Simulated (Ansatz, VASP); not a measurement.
**Sr: VASP beside Ansatz**

The input INCAR:

```
PREC = Accurate
ENCUT = 520
EDIFF = 1E-6
ISMEAR = 0
SIGMA = 0.15
LREAL = F
LASPH = T
NELM = 60
ALGO = Fast
ISIF = 2
LWAVE = F
LCHARG = F
GGA = PE
NBANDS = 11
```

The input KPOINTS:

```
Automatic mesh
0
Gamma
  14 14 14
```

POSCAR

```
Sr
1.0
   -2.2310000000      2.2310000000      2.6190000000
    2.2310000000     -2.2310000000      2.6190000000
    2.2310000000      2.2310000000     -2.6190000000
Sr
1
Direct
    0.0000000000      0.0000000000      0.0000000000
```

Input for Ansatz:

```yaml
crystal:
  lattice:
    - [-2.231, 2.231, 2.619]
    - [2.231, -2.231, 2.619]
    - [2.231, 2.231, -2.619]
  atoms:
    - { symbol: Sr, position: [0.0, 0.0, 0.0] }
basis:
  ecutwfc: 420
kpoints:
  mp_grid: { grid: [14, 14, 14] }
hamiltonian:
  xc: pbe
scf:
  occupations: { method: gaussian, width: 0.15 }
output:
  forces: true
  stress: true
  eigenvalues: true
```

Change from the starting cell: strain -0.080 along x and y, +0.080 along z, atoms carried along.

Alike in both runs: task single point; functional PBE; k mesh 14 × 14 × 14; occupations gaussian, width 0.15 eV; no spin polarisation.

```csv
,VASP,Ansatz
version,VASP 6.6.1,Ansatz 0.2.0
potentials or method,"VASP PAW PBE potentials, release 64 (Sr_sv), cutoff 520 eV","scalar-relativistic, plane waves, PAW"
valence electrons in the cell,10,10
```

```tsv
	VASP	Ansatz	Ansatz less VASP
gap on the k mesh at the Fermi level (eV)	none	none	-
pressure (GPa)	0.6	0.6	-0.01
```

A gap of «none» marks a metal or a gap that the smearing closes.
